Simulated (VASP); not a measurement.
# AlN (P6_3mc) in VASP: a series of runs, part 2 of 2

VASP 6.6.1. The steps go on from the part before.

## Step 4: Single point, LDA

This run uses another cell than the first one, of 10.21 Å³/atom, 1.032 times its volume.

File INCAR:

```
SYSTEM = AlN
PREC     = Accurate       ! precision mode
ENCUT    = 520            ! plane-wave cutoff, eV
EDIFF    = 1E-7           ! SCF threshold, eV
ISMEAR   = 0              ! smearing method
SIGMA    = 0.01           ! smearing width, eV
LREAL    = .False.        ! projectors in reciprocal space
LASPH    = .True.         ! aspherical terms in the spheres
NELM     = 100            ! most SCF steps
ALGO     = Normal         ! electronic algorithm
ISIF     = 2              ! what is computed and relaxed
LWAVE    = .False.        ! write WAVECAR
LCHARG   = .True.         ! write CHGCAR
GGA      = CA             ! functional
LELF     = .True.         ! ELF
LVHAR    = .True.       
NBANDS   = 16             ! bands
```

File KPOINTS:

```
Automatic mesh
0
Gamma
  8 8 4
  0 0 0
```

File POSCAR:

```
AlN
1.0
    3.0887700518      0.0000000000      0.0000000000
   -1.5443850259      2.6749533313      0.0000000000
    0.0000000000      0.0000000000      4.9432745661
Al N
2 2
Direct
    0.3333333333      0.6666666667     -0.0009915582
    0.6666666667      0.3333333333      0.4990084418
    0.3333333333      0.6666666667      0.3809915582
    0.6666666667      0.3333333333      0.8809915582
```

Potentials or basis: VASP PAW LDA potentials, release 64 (Al, N).

Run with:

```bash
$ cat potpaw_LDA.64/Al/POTCAR potpaw_LDA.64/N/POTCAR > POTCAR
$ mpirun -np 1 vasp_std > vasp.out
```

OUTCAR:

```text
SYSTEM = AlN
   PREC = Accurate
   ENCUT = 520
   EDIFF = 1E-7
   ISMEAR = 0
   LREAL = .False.
   LASPH = .True.
   NELM = 100
   ISIF = 2
   GGA = CA

 ion  position               nearest neighbor table
   1  0.333  0.667  0.999-   4 1.88   4 1.88   4 1.88   3 1.89   2 3.05   2 3.05   2 3.05   2 3.05
                             2 3.05   2 3.05
   2  0.667  0.333  0.499-   3 1.88   3 1.88   3 1.88   4 1.89   1 3.05   1 3.05   1 3.05   1 3.05
                             1 3.05   1 3.05
   3  0.333  0.667  0.381-   2 1.88   2 1.88   2 1.88   1 1.89
   4  0.667  0.333  0.881-   1 1.88   1 1.88   1 1.88   2 1.89

  LATTYP: Found a hexagonal cell.
 ALAT       =     3.0887700518
 C/A-ratio  =     1.6004022582

  Lattice vectors:

 A1 = (   3.0887700518,   0.0000000000,   0.0000000000)
 A2 = (  -1.5443850259,   2.6749533313,   0.0000000000)
 A3 = (   0.0000000000,   0.0000000000,   4.9432745661)

Analysis of symmetry for initial positions (statically):
=====================================================================
 Subroutine PRICEL returns:
 Original cell was already a primitive cell.

 Routine SETGRP: Setting up the symmetry group for a
 hexagonal supercell.

 Subroutine GETGRP returns: Found 12 space group operations
 (whereof  6 operations were pure point group operations)
 out of a pool of 24 trial point group operations.

The static configuration has the point symmetry C_3v.
 The point group associated with its full space group is C_6v.

Analysis of symmetry for dynamics (positions and initial velocities):
=====================================================================
 Subroutine PRICEL returns:
 Original cell was already a primitive cell.

 Routine SETGRP: Setting up the symmetry group for a
 hexagonal supercell.

 Subroutine GETGRP returns: Found 12 space group operations
 (whereof  6 operations were pure point group operations)
 out of a pool of 24 trial point group operations.

The dynamic configuration has the point symmetry C_3v.
[... 127 lines left out ...]
  Thomas-Fermi vector in A             =   2.333773
   LORBIT       =      0    0 simple, 1 ext, 2 COOP (PROOUT), +10 PAW based schemes
   GGA     = CA    functional components
   LHFCALC =     F    Hartree Fock is set to
   AEXX    =    0.0000 exact exchange contribution
   IVDW    =     0    specifies the selected vdW correction
   LEPSILON=     F    determine dielectric tensor
   LRPA    =     F    only Hartree local field effects (RPA)
 non-spin polarized calculation
 Gauss-broadening in eV      SIGMA  =   0.01
  energy-cutoff  :      520.00
  volume of cell :       40.84
 maximum number of plane-waves:      1124
 NGX is ok and might be reduce to    24
   NGX = 11   NGY = 11   NGZ = 19

 number of electron      15.9999997 magnetization

 Free energy of the ion-electron system (eV)
  ---------------------------------------------------
  ext. energy  EPLUGINS =         0.00000000
  ---------------------------------------------------
  free energy    TOTEN  =       -32.84100408 eV

  energy without entropy =      -32.84100408  energy(sigma->0) =      -32.84100408

 E-fermi :   6.2256     XC(G=0): -11.3431

 val. band max:        6.1145872992   @ k =   0.0000   0.0000   0.0000
 cond. band min:      10.5379362006   @ k =   0.0000   0.0000   0.0000
 fundamental gap:      4.4233489014
 Fermi energy:         6.2255752703

 k-point     1 :       0.0000    0.0000    0.0000
  band No.  band energies     occupation
      1      -9.0586      2.00000
      2      -6.7647      2.00000
      3      -0.0395      2.00000
      4       5.2245      2.00000
      5       5.2245      2.00000
      6       5.8860      2.00000
[... 433 lines left out ...]
      3       0.9055      2.00000
      4       0.9055      2.00000
      5       4.5813      2.00000
      6       4.5813      2.00000
[... 8 lines left out ...]
     15      19.3357      0.00000
     16      19.3357      0.00000

 [... further k-points ...]

------------------------ aborting loop because EDIFF is reached ----------------------------------------

  FORCE on cell =-STRESS in cart. coord.  units (eV):
  Direction    XX          YY          ZZ          XY          YZ          ZX
  --------------------------------------------------------------------------------------
  -------------------------------------------------------------------------------------
  Total        0.1631776      0.1631776      0.1576391      0.0000000      0.0000000      0.0000000
  in kB        6.4011008      6.4011008      6.1838381      0.0000000      0.0000000      0.0000000
  external PRESSURE =       6.3286799 kB  Pullay stress =       0.0000000 kB

 VOLUME and BASIS-vectors are now :
 -----------------------------------------------------------------------------
  energy-cutoff  :      520.00
  volume of cell :       40.84
      direct lattice vectors                 reciprocal lattice vectors
     3.088770052  0.000000000  0.000000000     0.323753463  0.186919149  0.000000000
    -1.544385026  2.674953331  0.000000000     0.000000000  0.373838298  0.000000000
     0.000000000  0.000000000  4.943274566     0.000000000  0.000000000  0.202295055

 POSITION                                       TOTAL-FORCE (eV/Angst)
 -----------------------------------------------------------------------------------
     -0.00000      1.78330      4.93837        -0.000000      0.000000     -0.000625
      1.54439      0.89165      2.46674         0.000000      0.000000     -0.000625
     -0.00000      1.78330      1.88335        -0.000000      0.000000      0.000625
      1.54439      0.89165      4.35498         0.000000     -0.000000      0.000625
 -----------------------------------------------------------------------------------
    total drift:                               -0.000000      0.000000     -0.000733

  FREE ENERGIE OF THE ION-ELECTRON SYSTEM (eV)
  ---------------------------------------------------
  free  energy   TOTEN  =       -32.8410040826 eV

  energy  without entropy=      -32.8410040826  energy(sigma->0) =      -32.84100408
```

OSZICAR:

```text
N       E                     dE             d eps       ncg     rms          rms(c)
DAV:   1     0.370436532551E+02    0.37044E+02   -0.72432E+03   960   0.892E+02
DAV:   2    -0.349650001318E+02   -0.72009E+02   -0.66640E+02  1328   0.179E+02
DAV:   3    -0.379724037908E+02   -0.30074E+01   -0.29997E+01  1184   0.377E+01
DAV:   4    -0.379870836570E+02   -0.14680E-01   -0.14679E-01  1192   0.314E+00
DAV:   5    -0.379872286173E+02   -0.14496E-03   -0.14496E-03  1176   0.304E-01    0.124E+01
DAV:   6    -0.329579740664E+02    0.50293E+01   -0.11438E+01   992   0.241E+01    0.438E+00
DAV:   7    -0.329023150716E+02    0.55659E-01   -0.51215E-01  1184   0.473E+00    0.284E+00
DAV:   8    -0.328436245627E+02    0.58691E-01   -0.67283E-02  1032   0.218E+00    0.335E-01
DAV:   9    -0.328409067395E+02    0.27178E-02   -0.52354E-03  1208   0.519E-01    0.217E-01
DAV:  10    -0.328410512451E+02   -0.14451E-03   -0.55411E-04  1088   0.149E-01    0.107E-01
DAV:  11    -0.328410044787E+02    0.46766E-04   -0.84960E-05  1168   0.679E-02    0.189E-02
DAV:  12    -0.328410041827E+02    0.29604E-06   -0.13775E-06  1144   0.900E-03    0.477E-03
DAV:  13    -0.328410040707E+02    0.11203E-06   -0.63216E-07  1152   0.574E-03    0.106E-03
DAV:  14    -0.328410040826E+02   -0.11905E-07   -0.10399E-08   552   0.831E-04
   1 F= -.32841004E+02 E0= -.32841004E+02  d E =-.700420E-58
```

Wall time 7.6 s (1 thread of Intel Xeon 6975P-C (Granite Rapids), shared host); peak memory 0.14 GiB.

What came out:

```yaml
Free_energy: -32.8410 eV
Pressure: 0.6 GPa
Band_gap_on_the_k_mesh: 4.42 eV, direct
```

As with any semilocal functional, this LDA gap is likely too small.

## Step 5: Single point, LDA

This run uses another cell than the first one, of 10.31 Å³/atom, 1.042 times its volume.

File INCAR:

```
SYSTEM = AlN
PREC = Accurate
ENCUT = 520
EDIFF = 1E-6
ISMEAR = 0
SIGMA = 0.01
LREAL = .False.
LASPH = .True.
NELM = 100
ALGO = Normal
ISIF = 2
LWAVE = .False.
LCHARG = .False.
GGA = CA
NBANDS = 16
```

KPOINTS is that of step 4.

File POSCAR:

```
AlN
1.0
    3.0980690070      0.0000000000      0.0000000000
   -1.5490345035      2.6830064628      0.0000000000
    0.0000000000      0.0000000000      4.9612767741
Al N
2 2
Direct
    0.3333333333      0.6666666667     -0.0009064338
    0.6666666667      0.3333333333      0.4990935662
    0.3333333333      0.6666666667      0.3809064338
    0.6666666667      0.3333333333      0.8809064338
```

Run with:

```bash
$ cat potpaw_LDA.64/Al/POTCAR potpaw_LDA.64/N/POTCAR > POTCAR
$ mpirun -np 1 vasp_std > vasp.out
```

It took 5.5 s on 1 thread of Intel Xeon 6975P-C (Granite Rapids), shared host; peak memory 0.14 GiB.

It converged, with:

```yaml
Free_energy: -32.8403 eV
Pressure: -1.4 GPa
Band_gap_on_the_k_mesh: 4.34 eV, direct
```

Levels at points of the mesh, in eV from the valence-band top:
| k point | band 6 | band 7 | band 8 | band 9 | band 10 | band 11 |
| --- | --- | --- | --- | --- | --- | --- |
| (0.00, 0.00, 0.00) | -0.22 | -0.22 | 0.00 | 4.34 | 6.66 | 10.58 |
| (0.50, 0.00, 0.00) | -2.13 | -1.82 | -0.70 | 5.70 | 5.70 | 8.19 |
| (0.00, 0.00, 0.50) | -0.56 | -0.56 | -0.56 | 6.53 | 6.53 | 10.24 |
| (0.50, 0.00, 0.50) | -1.49 | -1.39 | -1.39 | 5.23 | 5.23 | 9.15 |

## Step 6: Single point, LDA

This run uses another cell than the first one, of 10.31 Å³/atom, 1.042 times its volume.

File INCAR:

```
PREC     = Accurate       # precision mode
ENCUT    = 520            # plane-wave cutoff, eV
EDIFF    = 1E-6           # SCF threshold, eV
ISMEAR   = 0              # smearing method
SIGMA    = 0.01           # smearing width, eV
LREAL    = False          # projectors in reciprocal space
LASPH    = True           # aspherical terms in the spheres
NELM     = 100            # most SCF steps
ALGO     = Normal         # electronic algorithm
ISIF     = 2              # what is computed and relaxed
LWAVE    = False          # write WAVECAR
LCHARG   = False          # write CHGCAR
NBANDS   = 16             # bands
```

File KPOINTS:

```
Automatic mesh
0
Gamma
  8 8 4
```

Edit POSCAR of step 5 so:

```diff
@@ -4,3 +4,3 @@
    -1.5490345035      2.6830064628      0.0000000000
-    0.0000000000      0.0000000000      4.9612767741
+    0.0000000000      0.0000000000      4.9612767742
 Al N
```

Potentials or basis: VASP PAW LDA potentials, release 64 (Al, N).

Run with:

```bash
$ cat potpaw_LDA.64/Al/POTCAR potpaw_LDA.64/N/POTCAR > POTCAR
$ mpirun -np 1 vasp_std > vasp.out
```

OUTCAR:

```text
PREC = Accurate
   ENCUT = 520
   EDIFF = 1E-6
   ISMEAR = 0
   LREAL = False
   LASPH = True
   NELM = 100
   ISIF = 2

 ion  position               nearest neighbor table
   1  0.333  0.667  0.999-   4 1.88   4 1.88   4 1.88   3 1.89   2 3.06   2 3.06   2 3.06   2 3.06
                             2 3.06   2 3.06
   2  0.667  0.333  0.499-   3 1.88   3 1.88   3 1.88   4 1.89   1 3.06   1 3.06   1 3.06   1 3.06
                             1 3.06   1 3.06
   3  0.333  0.667  0.381-   2 1.88   2 1.88   2 1.88   1 1.89
   4  0.667  0.333  0.881-   1 1.88   1 1.88   1 1.88   2 1.89

[... 660 lines left out ...]
  --------------------------------------------------------------------------------------
  -------------------------------------------------------------------------------------
  Total       -0.3632614     -0.3632614     -0.3684502      0.0000000     -0.0000000      0.0000000
  in kB      -14.1131358    -14.1131358    -14.3147296      0.0000000     -0.0000000      0.0000000
  external PRESSURE =     -14.1803338 kB  Pullay stress =       0.0000000 kB

 VOLUME and BASIS-vectors are now :
 -----------------------------------------------------------------------------
  energy-cutoff  :      520.00
  volume of cell :       41.24
      direct lattice vectors                 reciprocal lattice vectors
     3.098069007  0.000000000  0.000000000     0.322781706  0.186358105  0.000000000
    -1.549034503  2.683006463  0.000000000     0.000000000  0.372716210  0.000000000
     0.000000000  0.000000000  4.961276774     0.000000000  0.000000000  0.201561019

 POSITION                                       TOTAL-FORCE (eV/Angst)
 -----------------------------------------------------------------------------------
     -0.00000      1.78867      4.95678         0.000000      0.000000      0.000231
      1.54903      0.89434      2.47614        -0.000000      0.000000      0.000231
     -0.00000      1.78867      1.88978        -0.000000      0.000000     -0.000231
      1.54903      0.89434      4.37042         0.000000      0.000000     -0.000231
 -----------------------------------------------------------------------------------
    total drift:                               -0.000000      0.000000     -0.000483

  FREE ENERGIE OF THE ION-ELECTRON SYSTEM (eV)
  ---------------------------------------------------
  free  energy   TOTEN  =       -32.8402571543 eV

  energy  without entropy=      -32.8402571543  energy(sigma->0) =      -32.84025715
```

Wall time 5.5 s (1 thread of Intel Xeon 6975P-C (Granite Rapids), shared host); peak memory 0.14 GiB.

Results:

```yaml
Free_energy: -32.8403 eV
Pressure: -1.4 GPa
Band_gap_on_the_k_mesh: 4.34 eV, direct
```

## Step 7: Overview

```tsv
cell	gap on the mesh (eV)	pressure (GPa)
a = 3.059, b = 3.059, c = 4.884 Å, angles 90.0, 90.0, 120.0°, 4 atoms	4.69	7.7
a = 3.089, b = 3.089, c = 4.943 Å, angles 90.0, 90.0, 120.0°, 4 atoms	4.42	0.6
a = 3.098, b = 3.098, c = 4.961 Å, angles 90.0, 90.0, 120.0°, 4 atoms	4.34	-1.4
```

Alike in all rows: task single point; level LDA; potentials or basis VASP PAW LDA potentials, release 64 (Al, N); no spin polarisation; k mesh 8 × 8 × 4; cutoff (eV) 520; smearing gaussian 0.01 eV.

Total energies depend on the potentials used, so only differences within one code and one set of settings carry meaning.

## Step 8: How close it comes

Step 6. Measured gap of AlN: 6.034 eV (an exciton energy, a little under the gap; 10 K; quoted in “Self-assembly of well-separated AlN nanowires directly on sputtered metallic TiN films”, 2019, arxiv:1910.07391). This calculation gives 4.34 eV (-1.69 eV). 2 values of this kind are on record (6.034 to 6.0343 eV); this one was drawn at random. The value is that of LDA, without temperature or zero-point motion. Semilocal functionals fall short of measured gaps as a rule.
